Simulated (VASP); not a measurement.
# AgB2 (P6/mmm) in VASP: settings compared

AgB2 is run at these levels: PBE, PBE+U; tasks: single point.

Program: VASP 6.6.1. These are calculated values, not measurements. Logs are shortened: lines on timing, memory, paths and dates and some standing lists are left out, and cuts for length are marked.

### 1 The cell of the first run

The structure is hexagonal, space group P6/mmm (No. 191). Conventional cell: a = 3.000 Å, b = 3.000 Å, c = 3.240 Å, α = 90.00°, β = 90.00°, γ = 120.00°. Ag (site symmetry 6/mmm) has 12 B at 2.37 Å and 6 Ag at 3.00 Å within 3.1 Å. B (site symmetry -6m2) has 3 B at 1.73 Å within 2.3 Å.

### 2 Single point, PBE

File INCAR:

```
SYSTEM = AgB2
ALGO = Normal
EDIFF = 1E-6
ENCUT = 520
GGA = PE
ISIF = 2
ISMEAR = -1
LASPH = .TRUE.
LCHARG = .TRUE.
LELF = .TRUE.
LREAL = .FALSE.
LVHAR = .TRUE.
LWAVE = .FALSE.
NBANDS = 16
NELM = 100
PREC = Accurate
SIGMA = 0.05
```

File KPOINTS:

```
k-points
0
G
  16 16 13
  0 0 0
```

File POSCAR:

```
AgB2
1.0
    3.0000016405      0.0000000000      0.0000000000
   -1.5000008203      2.5980776321      0.0000000000
    0.0000000000      0.0000000000      3.2400000000
Ag B
1 2
Direct
    0.0000000000      0.0000000000      0.0000000000
    0.3333333333      0.6666666667      0.5000000000
    0.6666666667      0.3333333333      0.5000000000
```

Potentials or basis: VASP PAW PBE potentials, release 64 (Ag, B).

The run is started by

```
$ cat potpaw_PBE.64/Ag/POTCAR potpaw_PBE.64/B/POTCAR > POTCAR
$ mpirun -np 1 vasp_std > vasp.out
```

OUTCAR:

```text
SYSTEM = AgB2
   EDIFF = 1E-6
   ENCUT = 520
   GGA = PE
   ISIF = 2
   ISMEAR = -1
   LASPH = .TRUE.
   LREAL = .FALSE.
   NELM = 100
   PREC = Accurate

 ion  position               nearest neighbor table
   1  0.000  0.000  0.000-   2 2.37   3 2.37   2 2.37   3 2.37   3 2.37   3 2.37   2 2.37   2 2.37
                             3 2.37   3 2.37   2 2.37   2 2.37
   2  0.333  0.667  0.500-   3 1.73   3 1.73   3 1.73   1 2.37   1 2.37   1 2.37   1 2.37   1 2.37
                             1 2.37
   3  0.667  0.333  0.500-   2 1.73   2 1.73   2 1.73   1 2.37   1 2.37   1 2.37   1 2.37   1 2.37
                             1 2.37

  LATTYP: Found a hexagonal cell.
 ALAT       =     3.0000016405
 C/A-ratio  =     1.0799994094

  Lattice vectors:

 A1 = (   3.0000016405,   0.0000000000,   0.0000000000)
 A2 = (  -1.5000008203,   2.5980776321,   0.0000000000)
 A3 = (   0.0000000000,   0.0000000000,   3.2400000000)

Analysis of symmetry for initial positions (statically):
=====================================================================
 Subroutine PRICEL returns:
 Original cell was already a primitive cell.

 Routine SETGRP: Setting up the symmetry group for a
 hexagonal supercell.

 Subroutine GETGRP returns: Found 24 space group operations
 (whereof 24 operations were pure point group operations)
 out of a pool of 24 trial point group operations.

The static configuration has the point symmetry D_6h.

Analysis of symmetry for dynamics (positions and initial velocities):
=====================================================================
 Subroutine PRICEL returns:
 Original cell was already a primitive cell.

 Routine SETGRP: Setting up the symmetry group for a
 hexagonal supercell.

 Subroutine GETGRP returns: Found 24 space group operations
 (whereof 24 operations were pure point group operations)
 out of a pool of 24 trial point group operations.

The dynamic configuration has the point symmetry D_6h.

 Subroutine INISYM returns: Found 24 space group operations
 (whereof 24 operations are pure point group operations),
 and found     1 'primitive' translations

----------------------------------------------------------------------------------------

                                     Primitive cell

  volume of cell :      25.2533

  direct lattice vectors                    reciprocal lattice vectors
     3.000001640  0.000000000  0.000000000     0.333333151  0.192449984  0.000000000
    -1.500000820  2.598077632  0.000000000     0.000000000  0.384899969  0.000000000
     0.000000000  0.000000000  3.240000000     0.000000000  0.000000000  0.308641975

  length of vectors
     3.000001640  3.000001641  3.240000000     0.384899969  0.384899969  0.308641975

  position of ions in fractional coordinates (direct lattice)
     0.000000000  0.000000000  0.000000000
     0.333333333  0.666666667  0.500000000
     0.666666667  0.333333333  0.500000000

  ion indices of the primitive-cell ions
   primitive index   ion index
                 1           1
                 2           2
                 3           3

----------------------------------------------------------------------------------------

 KPOINTS: k-points

Automatic generation of k-mesh.
 Grid dimensions read from file:
 generate k-points for:   16   16   13

 Generating k-lattice:

  Cartesian coordinates                     Fractional coordinates (reciprocal lattice)
     0.020833322  0.012028124  0.000000000     0.062500000  0.000000000  0.000000000
     0.000000000  0.024056248  0.000000000     0.000000000  0.062500000  0.000000000
     0.000000000  0.000000000  0.023741690     0.000000000  0.000000000  0.076923077

  Length of vectors
     0.024056248  0.024056248  0.023741690

  Shift w.r.t. Gamma in fractional coordinates (k-lattice)
     0.000000000  0.000000000  0.000000000

 Subroutine IBZKPT returns following result:
 ===========================================

 Found    210 irreducible k-points:

 Following reciprocal coordinates:
            Coordinates               Weight
  0.000000  0.000000  0.000000      1.000000
  0.062500 -0.000000  0.000000      6.000000
  0.125000 -0.000000  0.000000      6.000000
  0.187500 -0.000000  0.000000      6.000000
  0.250000 -0.000000  0.000000      6.000000
  0.312500 -0.000000  0.000000      6.000000
[... 16 lines left out ...]
  0.187500  0.187500  0.000000      6.000000
  0.250000  0.187500  0.000000     12.000000
 [... further k-points ...]
   k-points           NKPTS =    210   k-points in BZ     NKDIM =    210   number of bands    NBANDS=     16
   number of dos      NEDOS =    301   number of ions     NIONS =      3
   total plane-waves  NPLWV =  13824
   dimension x,y,z NGX =    24 NGY =   24 NGZ =   24
   dimension x,y,z NGXF=    48 NGYF=   48 NGZF=   48
   ions per type =               1   2
   NGX,Y,Z   is equivalent  to a cutoff of  13.30, 13.30, 12.31 a.u.
   NGXF,Y,Z  is equivalent  to a cutoff of  26.60, 26.60, 24.63 a.u.
 SYSTEM =  AgB2
   PREC   = accura    normal or accurate (medium, high low for compatibility)
   ISTART =      0    job   : 0-new  1-cont  2-samecut
   ICHARG =      2    charge: 1-file 2-atom 10-const
   ISPIN  =      1    spin polarized calculation?
   LNONCOLLINEAR =      F non collinear calculations
   LSORBIT =      F    spin-orbit coupling
   LASPH  =      T    aspherical Exc in radial PAW
   ENCUT  =  520.0 eV  38.22 Ry    6.18 a.u.   5.58  5.58  6.02*2*pi/ulx,y,z
   NELM   =    100;   NELMIN=  2; NELMDL= -5     # of ELM steps
   EDIFF  = 0.1E-05   stopping-criterion for ELM
   LREAL  =      F    real-space projection
   EDIFFG = 0.1E-04   stopping-criterion for IOM
   NSW    =      0    number of steps for IOM
   IBRION =     -1    ionic relax: 0-MD 1-quasi-New 2-CG
   NFREE  =      0    steps in history (QN), initial steepest desc. (CG)
   ISIF   =      2    stress and relaxation
   ISYM   =      2    0-nonsym 1-usesym 2-fastsym
   POTIM  = 0.5000    time-step for ionic-motion
   TEBEG  =    0.0;   TEEND  =   0.0 temperature during run
   PSTRESS=    0.0 pullay stress
   NELECT =      17.0000    total number of electrons
   NUPDOWN=      -1.0000    fix difference up-down
   EMIN   =  10.00;   EMAX   =-10.00  energy-range for DOS
   EFERMI =   0.00;   METHOD = LEGACY
   ISMEAR =    -1;   SIGMA  =   0.05  broadening in eV -4-tet -1-fermi 0-gaus
   EFERMI_NEDOS =   21; number of points for ismear=-14 and -15
   IALGO  =     38    algorithm
   IMIX   =      4    mixing-type and parameters
     AMIX     =   0.40;   BMIX     =  1.00
     AMIX_MAG =   1.60;   BMIX_MAG =  1.00
  volume/ion in A,a.u.               =       8.42        56.81
  Fermi-wavevector in a.u.,A,eV,Ry     =   1.434779  2.711339 28.008817  2.058590
  Thomas-Fermi vector in A             =   2.554150
   LORBIT       =      0    0 simple, 1 ext, 2 COOP (PROOUT), +10 PAW based schemes
   GGA     = PE    functional components
   LHFCALC =     F    Hartree Fock is set to
   AEXX    =    0.0000 exact exchange contribution
   IVDW    =     0    specifies the selected vdW correction
   LEPSILON=     F    determine dielectric tensor
   LRPA    =     F    only Hartree local field effects (RPA)
 non-spin polarized calculation
  energy-cutoff  :      520.00
  volume of cell :       25.25
 maximum number of plane-waves:       702
 NGX is ok and might be reduce to    24
   NGX = 11   NGY = 11   NGZ = 13

 number of electron      16.9999992 magnetization

 Free energy of the ion-electron system (eV)
  ---------------------------------------------------
  ext. energy  EPLUGINS =         0.00000000
  ---------------------------------------------------
  free energy    TOTEN  =       -13.25944856 eV

  energy without entropy =      -13.24778615  energy(sigma->0) =      -13.25361736

 E-fermi :  10.7234     XC(G=0): -13.3005

 val. band max:       10.7230640943   @ k =   0.1875  -0.0000   0.3846
 cond. band min:      10.7298396031   @ k =   0.3125  -0.0000   0.3846
 fundamental gap:      0.0067755088
 Fermi energy:        10.7234105965

 k-point     1 :       0.0000    0.0000    0.0000
  band No.  band energies     occupation
      1      -3.6671      2.00000
      2       3.5813      2.00000
      3       4.0956      2.00000
      4       4.0956      2.00000
      5       5.6593      2.00000
      6       5.6593      2.00000
[... 8 lines left out ...]
     15      27.5494      0.00000
     16      29.7253      0.00000

 k-point     2 :       0.0625   -0.0000    0.0000
  band No.  band energies     occupation
      1      -3.5910      2.00000
      2       3.6163      2.00000
      3       4.0301      2.00000
      4       4.1465      2.00000
      5       5.4215      2.00000
      6       5.6476      2.00000
[... 8 lines left out ...]
     15      27.7187      0.00000
     16      29.7901      0.00000

 k-point     3 :       0.1250   -0.0000    0.0000
  band No.  band energies     occupation
      1      -3.3647      2.00000
      2       3.7074      2.00000
      3       3.8457      2.00000
      4       4.2963      2.00000
      5       4.9640      2.00000
      6       5.6143      2.00000
[... 8 lines left out ...]
     15      28.1621      0.00000
     16      29.9740      0.00000

 k-point     4 :       0.1875   -0.0000    0.0000
  band No.  band energies     occupation
      1      -2.9945      2.00000
      2       3.5485      2.00000
      3       3.8361      2.00000
      4       4.5090      2.00000
      5       4.5362      2.00000
      6       5.5650      2.00000
[... 8 lines left out ...]
     15      28.5246      0.00000
     16      30.2502      0.00000
[... 324 lines left out ...]
 k-point    22 :       0.4375    0.1250    0.0000
  band No.  band energies     occupation
      1       0.4005      2.00000
      2       1.0051      2.00000
      3       3.3916      2.00000
      4       3.5366      2.00000
      5       5.0943      2.00000
      6       6.1641      2.00000
[... 8 lines left out ...]
     15      25.7616      0.00000
     16      26.1599      0.00000

 k-point    23 :       0.1875    0.1875    0.0000
  band No.  band energies     occupation
      1      -1.7244      2.00000
      2       2.7964      2.00000
      3       3.8718      2.00000
      4       3.8831      2.00000
      5       5.1698      2.00000
      6       5.2271      2.00000
[... 8 lines left out ...]
     15      26.2722      0.00000
     16      26.8085      0.00000

 k-point    24 :       0.2500    0.1875    0.0000
  band No.  band energies     occupation
      1      -1.0628      2.00000
      2       2.4469      2.00000
      3       3.6339      2.00000
      4       3.7671      2.00000
      5       5.0589      2.00000
      6       5.4591      2.00000
[... 8 lines left out ...]
     15      24.9741      0.00000
     16      26.1937      0.00000

 [... further k-points ...]

------------------------ aborting loop because EDIFF is reached ----------------------------------------

  FORCE on cell =-STRESS in cart. coord.  units (eV):
  Direction    XX          YY          ZZ          XY          YZ          ZX
  --------------------------------------------------------------------------------------
  -------------------------------------------------------------------------------------
  Total        6.7151406      6.7151406     12.0709292     -0.0000000      0.0000000     -0.0000000
  in kB      426.0367564    426.0367564    765.8305019     -0.0000000      0.0000000     -0.0000000
  external PRESSURE =     539.3013382 kB  Pullay stress =       0.0000000 kB

 VOLUME and BASIS-vectors are now :
 -----------------------------------------------------------------------------
  energy-cutoff  :      520.00
  volume of cell :       25.25
      direct lattice vectors                 reciprocal lattice vectors
     3.000001640  0.000000000  0.000000000     0.333333151  0.192449984  0.000000000
    -1.500000820  2.598077632  0.000000000     0.000000000  0.384899969  0.000000000
     0.000000000  0.000000000  3.240000000     0.000000000  0.000000000  0.308641975

 POSITION                                       TOTAL-FORCE (eV/Angst)
 -----------------------------------------------------------------------------------
      0.00000      0.00000      0.00000        -0.000000      0.000000     -0.000000
     -0.00000      1.73205      1.62000        -0.000000      0.000000     -0.000000
      1.50000      0.86603      1.62000         0.000000     -0.000000      0.000000
 -----------------------------------------------------------------------------------
    total drift:                               -0.000000      0.000000      0.000000

  FREE ENERGIE OF THE ION-ELECTRON SYSTEM (eV)
  ---------------------------------------------------
  free  energy   TOTEN  =       -13.2594485612 eV

  energy  without entropy=      -13.2477861509  energy(sigma->0) =      -13.25361736
```

Wall time 1.7 min (1 thread of AMD EPYC 7R43 (Zen 3), shared host); peak memory 0.16 GiB.

What came out:

```
Free energy : -13.2594 eV
Pressure    : 53.9 GPa
```

Stress tensor (GPa, compression positive):
```
42.60  0.00  0.00
 0.00 42.60  0.00
 0.00  0.00 76.58
```

(Continued in part 2 of 2.)
